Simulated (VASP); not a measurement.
# Mg64Si32O (a cell with a defect) in VASP: single point with PBEsol

Aim: the single point of Mg64Si32O (a cell with a defect) with PBEsol.

Program: VASP 6.6.1. These are calculated values, not measurements. Logs are shortened: lines on timing, memory, paths and dates and some standing lists are left out, and cuts for length are marked.

## Step 1: The cell of the first run

The cell holds a defect, 97 atoms: a = 12.649 Å, b = 12.649 Å, c = 12.649 Å, α = 90.00°, β = 90.00°, γ = 90.00°.

## Step 2: Single point, PBEsol

Contents of INCAR:

```
PREC     = Accurate       # precision mode
ENCUT    = 520            # plane-wave cutoff, eV
EDIFF    = 1E-6           # SCF threshold, eV
ISMEAR   = -1             # smearing method
SIGMA    = 0.05           # smearing width, eV
LREAL    = Auto         
LASPH    = True           # aspherical terms in the spheres
NELM     = 120            # most SCF steps
ALGO     = Normal         # electronic algorithm
ISIF     = 2              # what is computed and relaxed
LWAVE    = False          # write WAVECAR
LCHARG   = True           # write CHGCAR
GGA      = PS             # functional
LELF     = True           # ELF
LVHAR    = True         
NBANDS   = 185            # bands
ISYM     = -1           
GGA_COMPAT= False
```

Contents of KPOINTS:

```
explicit points
1
Reciprocal
  0.25000000   0.25000000   0.25000000 1
```

Contents of POSCAR:

```
Mg64Si32O
1.0
   12.6494980000      0.0000000000      0.0000000000
    0.0000000000     12.6494980000      0.0000000000
    0.0000000000      0.0000000000     12.6494980000
Mg Si O
64 32 1
Direct
    0.3757210000      0.1257190000      0.1275970000
    0.3751200000      0.1245040000      0.6255280000
    0.3743130000      0.6245200000      0.1214530000
    0.3743760000      0.6245290000      0.6296590000
    0.8767380000      0.1269200000      0.1263380000
    0.8754730000      0.1255930000      0.6267150000
    0.8755750000      0.6259780000      0.1274420000
    0.8744070000      0.6252810000      0.6253870000
    0.1266590000      0.3768590000      0.1269690000
    0.1249540000      0.3750300000      0.6264630000
    0.1250790000      0.8755860000      0.1269630000
    0.1238540000      0.8760040000      0.6272810000
    0.6253300000      0.3752100000      0.1269360000
    0.6257980000      0.3740110000      0.6273350000
    0.6324830000      0.8824820000      0.1257520000
    0.6251190000      0.8752070000      0.6257510000
    0.1255780000      0.1254430000      0.3764800000
    0.1257800000      0.1256820000      0.8768440000
    0.1244040000      0.6262150000      0.3770220000
    0.1242230000      0.6257290000      0.8762050000
    0.6261260000      0.1253120000      0.3765830000
    0.6257090000      0.1255270000      0.8758590000
    0.6173440000      0.6298240000      0.3800890000
    0.6251440000      0.6253010000      0.8762890000
    0.1260690000      0.1248990000      0.1270170000
    0.1250410000      0.1254370000      0.6264050000
    0.1250550000      0.6264400000      0.1265710000
    0.1234970000      0.6241660000      0.6271900000
    0.6260520000      0.1271300000      0.1267040000
    0.6256650000      0.1242310000      0.6253780000
    0.6283070000      0.6218830000      0.1238840000
    0.6251070000      0.6247460000      0.6272250000
    0.3760420000      0.3745700000      0.3771040000
    0.3755930000      0.3742950000      0.8762750000
    0.3797550000      0.8675490000      0.3801620000
    0.3751800000      0.8751780000      0.8763990000
    0.8751900000      0.3758720000      0.3766070000
    0.8755550000      0.3759470000      0.8768010000
    0.8751290000      0.8763080000      0.3765330000
    0.8755450000      0.8757210000      0.8757510000
    0.3762780000      0.3752390000      0.1265780000
    0.3740940000      0.3735900000      0.6272690000
    0.3716600000      0.8783640000      0.1240150000
    0.3746300000      0.8751690000      0.6272800000
    0.8746860000      0.3762970000      0.1269160000
    0.8752620000      0.3751770000      0.6264660000
    0.8770100000      0.8761980000      0.1265860000
    0.8741890000      0.8757680000      0.6252720000
    0.3757460000      0.1230850000      0.3765450000
    0.3755460000      0.1250710000      0.8763480000
    0.3738150000      0.6238750000      0.3855660000
    0.3746740000      0.6247760000      0.8760070000
    0.8768510000      0.1270740000      0.3766570000
    0.8751840000      0.1252620000      0.8763190000
    0.8729520000      0.6259590000      0.3765170000
    0.8750870000      0.6257780000      0.8762050000
    0.1258760000      0.3760610000      0.3766750000
    0.1248890000      0.3750200000      0.8774370000
    0.1256690000      0.8750960000      0.3774120000
    0.1244430000      0.8750910000      0.8755300000
    0.6248640000      0.3758350000      0.3775180000
    0.6249560000      0.3745020000      0.8755860000
    0.6233550000      0.8735740000      0.3732510000
    0.6249920000      0.8750210000      0.8759280000
    0.0008580000      0.0006460000      0.0010560000
    0.0002580000      0.0008260000      0.5014110000
    0.0001890000      0.5008240000      0.0021510000
    0.9997940000      0.5001900000      0.5009500000
    0.5011060000      0.0009490000      0.0008850000
    0.5007530000      0.9991110000      0.4999060000
    0.5005430000      0.4984060000      0.9991440000
    0.4998700000      0.4977640000      0.5046860000
    0.2507240000      0.2502980000      0.0021480000
    0.2501080000      0.2499090000      0.5009210000
    0.2482660000      0.7506780000      0.9991540000
    0.2476650000      0.7500480000      0.5044680000
    0.7505450000      0.2509710000      0.0010370000
    0.7506660000      0.2504390000      0.5014210000
    0.7510890000      0.7511890000      0.0005970000
    0.7490050000      0.7509180000      0.4997290000
    0.2508830000      0.9980800000      0.2541600000
    0.2500650000      0.0005710000      0.7516060000
    0.2533500000      0.5035760000      0.2528250000
    0.2491390000      0.4992970000      0.7523650000
    0.7533740000      0.0036310000      0.2523150000
    0.7501360000      0.0002510000      0.7512200000
    0.7478260000      0.5011130000      0.2541230000
    0.7504210000      0.5002480000      0.7515720000
    0.0017970000      0.2522750000      0.2511670000
    0.0003520000      0.2505060000      0.7518870000
    0.9999680000      0.7506510000      0.2523730000
    0.9987420000      0.7504310000      0.7502990000
    0.5004930000      0.2501290000      0.2523720000
    0.5003090000      0.2486000000      0.7505590000
    0.5039440000      0.7539900000      0.2278690000
    0.5002210000      0.7503620000      0.7516530000
    0.4875570000      0.7377280000      0.3679580000
```

Potentials or basis: VASP PAW PBE potentials, release 64 (Mg, Si, O).

Launch:

```console
cat potpaw_PBE.64/Mg/POTCAR potpaw_PBE.64/Si/POTCAR potpaw_PBE.64/O/POTCAR > POTCAR
mpirun -np 1 vasp_std > vasp.out
```

OUTCAR:

```text
PREC = Accurate
   ENCUT = 520
   EDIFF = 1E-6
   ISMEAR = -1
   LREAL = Auto
   LASPH = True
   NELM = 120
   ISIF = 2
   GGA = PS
   ISYM = -1

 ion  position               nearest neighbor table
   1  0.376  0.126  0.128-  93 2.73  73 2.74  69 2.75  81 2.77  43 3.13  49 3.15  41 3.16  25 3.16
                            29 3.17  50 3.18
   2  0.375  0.125  0.626-  94 2.73  74 2.74  82 2.74  70 2.75  49 3.15  42 3.15  44 3.15  26 3.16
                            30 3.17  50 3.17
   3  0.374  0.625  0.121-  95 2.68  83 2.73  75 2.74  71 2.74  52 3.10  27 3.15  41 3.15  43 3.21
                            31 3.21  51 3.34
   4  0.374  0.625  0.630-  84 2.73  96 2.73  72 2.76  76 2.76  51 3.09  52 3.12  44 3.17  32 3.17
                            28 3.17  42 3.17
   5  0.877  0.127  0.126-  85 2.72  89 2.74  77 2.74  65 2.74  25 3.15  45 3.15  54 3.16  53 3.17
                            29 3.17  47 3.17
   6  0.875  0.126  0.627-  66 2.74  78 2.74  90 2.74  86 2.74  26 3.16  46 3.16  54 3.16  30 3.16
                            48 3.16  53 3.16
   7  0.876  0.626  0.127-  91 2.73  67 2.74  79 2.75  87 2.77  31 3.13  55 3.15  27 3.16  45 3.16
                            47 3.17  56 3.18
   8  0.874  0.625  0.625-  92 2.73  68 2.74  88 2.74  80 2.75  55 3.15  28 3.15  32 3.15  46 3.16
                            48 3.17  56 3.17
   9  0.127  0.377  0.127-  89 2.73  67 2.74  73 2.74  83 2.77  58 3.16  27 3.16  41 3.16  57 3.16
[... 171 lines left out ...]
  95  0.504  0.754  0.228-  97 1.80  15 2.64  31 2.65  43 2.65   3 2.68  63 2.82  23 2.87  35 2.87
                            51 3.07
  96  0.500  0.750  0.752-  64 2.73   4 2.73  36 2.74  24 2.74  44 2.74  32 2.74  52 2.74  16 2.74

  97  0.488  0.738  0.368-  95 1.80  51 2.05  35 2.14  23 2.14  63 2.43

IMPORTANT INFORMATION: All symmetrisations will be switched off!
NOSYMM: (Re-)initialisation of all symmetry stuff for point group C_1.

----------------------------------------------------------------------------------------

                                     Primitive cell

  volume of cell :    2024.0436

  direct lattice vectors                    reciprocal lattice vectors
    12.649498000  0.000000000  0.000000000     0.079054521  0.000000000  0.000000000
     0.000000000 12.649498000  0.000000000     0.000000000  0.079054521  0.000000000
     0.000000000  0.000000000 12.649498000     0.000000000  0.000000000  0.079054521

  length of vectors
    12.649498000 12.649498000 12.649498000     0.079054521  0.079054521  0.079054521

  position of ions in fractional coordinates (direct lattice)
     0.375721000  0.125719000  0.127597000
     0.375120000  0.124504000  0.625528000
     0.374313000  0.624520000  0.121453000
     0.374376000  0.624529000  0.629659000
     0.876738000  0.126920000  0.126338000
     0.875473000  0.125593000  0.626715000
[... 89 lines left out ...]
     0.500221000  0.750362000  0.751653000
     0.487557000  0.737728000  0.367958000

  ion indices of the primitive-cell ions
   primitive index   ion index
                 1           1
                 2           2
                 3           3
                 4           4
                 5           5
                 6           6
[... 89 lines left out ...]
                96          96
                97          97

----------------------------------------------------------------------------------------

 KPOINTS: explicit points

Read explicit list of k-points.
   k-points           NKPTS =      1   k-points in BZ     NKDIM =      1   number of bands    NBANDS=    185
   number of dos      NEDOS =    301   number of ions     NIONS =     97
   total plane-waves  NPLWV = 884736
   dimension x,y,z NGX =    96 NGY =   96 NGZ =   96
   dimension x,y,z NGXF=   192 NGYF=  192 NGZF=  192
   ions per type =              64  32   1
   NGX,Y,Z   is equivalent  to a cutoff of  12.62, 12.62, 12.62 a.u.
   NGXF,Y,Z  is equivalent  to a cutoff of  25.23, 25.23, 25.23 a.u.
 SYSTEM =  unknown system
   PREC   = accura    normal or accurate (medium, high low for compatibility)
   ISTART =      0    job   : 0-new  1-cont  2-samecut
   ICHARG =      2    charge: 1-file 2-atom 10-const
   ISPIN  =      1    spin polarized calculation?
   LNONCOLLINEAR =      F non collinear calculations
   LSORBIT =      F    spin-orbit coupling
   LASPH  =      T    aspherical Exc in radial PAW
   ENCUT  =  520.0 eV  38.22 Ry    6.18 a.u.  23.52 23.52 23.52*2*pi/ulx,y,z
   NELM   =    120;   NELMIN=  2; NELMDL= -5     # of ELM steps
   EDIFF  = 0.1E-05   stopping-criterion for ELM
   LREAL  =      T    real-space projection
   EDIFFG = 0.1E-04   stopping-criterion for IOM
   NSW    =      0    number of steps for IOM
   IBRION =     -1    ionic relax: 0-MD 1-quasi-New 2-CG
   NFREE  =      0    steps in history (QN), initial steepest desc. (CG)
   ISIF   =      2    stress and relaxation
   ISYM   =     -1    0-nonsym 1-usesym 2-fastsym
   POTIM  = 0.5000    time-step for ionic-motion
   TEBEG  =    0.0;   TEEND  =   0.0 temperature during run
   PSTRESS=    0.0 pullay stress
   NELECT =     262.0000    total number of electrons
   NUPDOWN=      -1.0000    fix difference up-down
   EMIN   =  10.00;   EMAX   =-10.00  energy-range for DOS
   EFERMI =   0.00;   METHOD = LEGACY
   ISMEAR =    -1;   SIGMA  =   0.05  broadening in eV -4-tet -1-fermi 0-gaus
   EFERMI_NEDOS =   21; number of points for ismear=-14 and -15
   IALGO  =     38    algorithm
   IMIX   =      4    mixing-type and parameters
     AMIX     =   0.40;   BMIX     =  1.00
     AMIX_MAG =   1.60;   BMIX_MAG =  1.00
  volume/ion in A,a.u.               =      20.87       140.81
  Fermi-wavevector in a.u.,A,eV,Ry     =   0.828137  1.564951  9.331014  0.685810
  Thomas-Fermi vector in A             =   1.940461
   LORBIT       =      0    0 simple, 1 ext, 2 COOP (PROOUT), +10 PAW based schemes
   GGA     = PS    functional components
   LHFCALC =     F    Hartree Fock is set to
   AEXX    =    0.0000 exact exchange contribution
   IVDW    =     0    specifies the selected vdW correction
   LEPSILON=     F    determine dielectric tensor
   LRPA    =     F    only Hartree local field effects (RPA)
 non-spin polarized calculation
  energy-cutoff  :      520.00
  volume of cell :     2024.04
 maximum number of plane-waves:     54486
 NGX is ok and might be reduce to    96
   NGX = 47   NGY = 47   NGZ = 47

 number of electron     262.0000001 magnetization

 Free energy of the ion-electron system (eV)
  ---------------------------------------------------
  ext. energy  EPLUGINS =         0.00000000
  ---------------------------------------------------
  free energy    TOTEN  =      -317.86690836 eV

  energy without entropy =     -317.85578942  energy(sigma->0) =     -317.86134889

 E-fermi :   3.7585     XC(G=0):  -8.9370

 val. band max:        3.5088061797   @ k =   0.2500   0.2500   0.2500
 cond. band min:       4.0034060693   @ k =   0.2500   0.2500   0.2500
 fundamental gap:      0.4945998896
 Fermi energy:         3.7584799751

 k-point     1 :       0.2500    0.2500    0.2500
  band No.  band energies     occupation
      1     -16.3521      2.00000
      2      -5.3618      2.00000
      3      -5.0624      2.00000
      4      -5.0173      2.00000
      5      -4.9599      2.00000
      6      -4.7560      2.00000
[... 135 lines left out ...]
    142       4.9597      0.00000
    143       5.0011      0.00000
 [bands above 143 left out]

------------------------ aborting loop because EDIFF is reached ----------------------------------------

  FORCE on cell =-STRESS in cart. coord.  units (eV):
  Direction    XX          YY          ZZ          XY          YZ          ZX
  --------------------------------------------------------------------------------------
  -------------------------------------------------------------------------------------
  Total        1.0027787      0.9817461      2.4026627     -4.6663150     -5.3902576     -5.3873325
  in kB        0.7937721      0.7771233      1.9018818     -3.6937267     -4.2667798     -4.2644644
  external PRESSURE =       1.1575924 kB  Pullay stress =       0.0000000 kB

 VOLUME and BASIS-vectors are now :
 -----------------------------------------------------------------------------
  energy-cutoff  :      520.00
  volume of cell :     2024.04
      direct lattice vectors                 reciprocal lattice vectors
    12.649498000  0.000000000  0.000000000     0.079054521  0.000000000  0.000000000
     0.000000000 12.649498000  0.000000000     0.000000000  0.079054521  0.000000000
     0.000000000  0.000000000 12.649498000     0.000000000  0.000000000  0.079054521

 POSITION                                       TOTAL-FORCE (eV/Angst)
 -----------------------------------------------------------------------------------
      4.75268      1.59028      1.61404         0.004049     -0.000348     -0.005692
      4.74508      1.57491      7.91262         0.000804     -0.000300      0.002551
      4.73487      7.89986      1.53632         0.001089     -0.002816      0.003162
      4.73567      7.89998      7.96487         0.000367      0.001625     -0.003561
     11.09030      1.60547      1.59811        -0.001959     -0.002656      0.002182
     11.07429      1.58869      7.92763        -0.002216     -0.001032     -0.001845
[... 89 lines left out ...]
      6.32754      9.49170      9.50803         0.004343      0.002082     -0.000675
      6.16735      9.33189      4.65448         0.001860     -0.009055      0.053587
 -----------------------------------------------------------------------------------
    total drift:                                0.001572     -0.006301     -0.062703

  FREE ENERGIE OF THE ION-ELECTRON SYSTEM (eV)
  ---------------------------------------------------
  free  energy   TOTEN  =      -317.8669083617 eV

  energy  without entropy=     -317.8557894168  energy(sigma->0) =     -317.86134889
```

Wall time 19 min (1 thread of Intel Xeon Platinum 8259CL at 2.50GHz (Skylake/Cascade Lake), shared host); peak memory 1.7 GiB.

Results:

- Free energy: -317.8669 eV
- Pressure: 0.1 GPa
- Largest force: 0.058 eV/Å

Forces on the atoms (eV/Å):
```
Mg   0.004  0.000 -0.006
Mg   0.001  0.000  0.003
Mg   0.001 -0.003  0.003
Mg   0.000  0.002 -0.004
Mg  -0.002 -0.003  0.002
Mg  -0.002 -0.001 -0.002
Mg   0.002 -0.002  0.000
Mg  -0.001  0.000  0.005
Mg   0.002  0.000  0.002
Mg  -0.001  0.001  0.001
Mg  -0.001 -0.005 -0.006
Mg   0.007 -0.006 -0.004
Mg   0.000  0.000 -0.004
Mg  -0.004 -0.001  0.002
Mg   0.001  0.001  0.000
Mg  -0.001 -0.002  0.001
Mg  -0.002  0.001  0.005
Mg   0.000 -0.002 -0.002
Mg   0.003  0.000  0.003
Mg  -0.001  0.000  0.000
Mg  -0.002 -0.003  0.001
Mg  -0.007 -0.001  0.001
Mg  -0.007  0.011  0.004
Mg  -0.002 -0.002  0.001
Mg  -0.004  0.005 -0.007
Mg   0.001 -0.003  0.000
Mg   0.001 -0.002 -0.001
Mg   0.003  0.007 -0.005
Mg   0.001 -0.002 -0.003
Mg  -0.003  0.006  0.000
Mg   0.001  0.000 -0.002
Mg  -0.001  0.001 -0.004
Mg  -0.001  0.002 -0.001
Mg   0.001  0.000 -0.004
Mg   0.008 -0.011  0.000
Mg   0.001  0.003 -0.002
Mg  -0.001 -0.002  0.000
Mg  -0.003 -0.001  0.000
Mg  -0.003  0.001 -0.002
Mg   0.001  0.001 -0.004
Mg  -0.004  0.001  0.001
Mg   0.005 -0.002  0.000
Mg   0.005  0.002 -0.001
Mg  -0.003  0.001 -0.004
Mg   0.000 -0.001 -0.004
Mg  -0.001  0.001 -0.002
Mg  -0.003  0.003  0.003
Mg   0.000 -0.002  0.003
Mg   0.002  0.002  0.002
Mg   0.004 -0.001 -0.003
Mg   0.009  0.015  0.005
Mg   0.001  0.000  0.000
Mg   0.001  0.001 -0.001
Mg  -0.001  0.001 -0.002
Mg   0.002 -0.002 -0.001
Mg   0.002 -0.004 -0.006
Mg   0.000 -0.001 -0.001
Mg   0.001  0.000 -0.004
Mg   0.000 -0.003  0.004
Mg   0.000  0.000  0.001
Mg  -0.001  0.000  0.000
Mg   0.000  0.001 -0.001
Mg  -0.002 -0.003  0.004
Mg  -0.004  0.001  0.001
Si   0.003  0.003  0.004
Si   0.000  0.008 -0.006
Si  -0.001  0.001  0.004
Si   0.000 -0.001 -0.005
Si  -0.001  0.005  0.000
Si   0.001  0.004 -0.003
Si   0.004 -0.002  0.001
Si   0.004 -0.002 -0.010
Si  -0.005 -0.001  0.010
Si  -0.005  0.002 -0.003
Si  -0.005  0.003  0.000
Si  -0.006  0.002  0.003
Si   0.002  0.002  0.005
Si   0.004  0.000 -0.001
Si  -0.008  0.001  0.015
Si  -0.001  0.000  0.005
Si   0.007 -0.005  0.002
Si   0.000  0.002  0.002
Si  -0.001 -0.006 -0.007
Si   0.001 -0.005  0.003
Si   0.003 -0.005  0.000
Si   0.006 -0.001  0.001
Si  -0.003  0.005  0.003
Si   0.006 -0.001  0.004
Si   0.008 -0.009  0.000
Si   0.003  0.001  0.002
Si  -0.001  0.001  0.000
Si  -0.013  0.000  0.009
Si  -0.002  0.000  0.004
Si   0.000  0.001 -0.003
Si  -0.010  0.005 -0.057
Si   0.004  0.002 -0.001
O    0.002 -0.009  0.054
```

Caveat: the PAW data sets were made with another functional, which shifts forces and pressure a little.
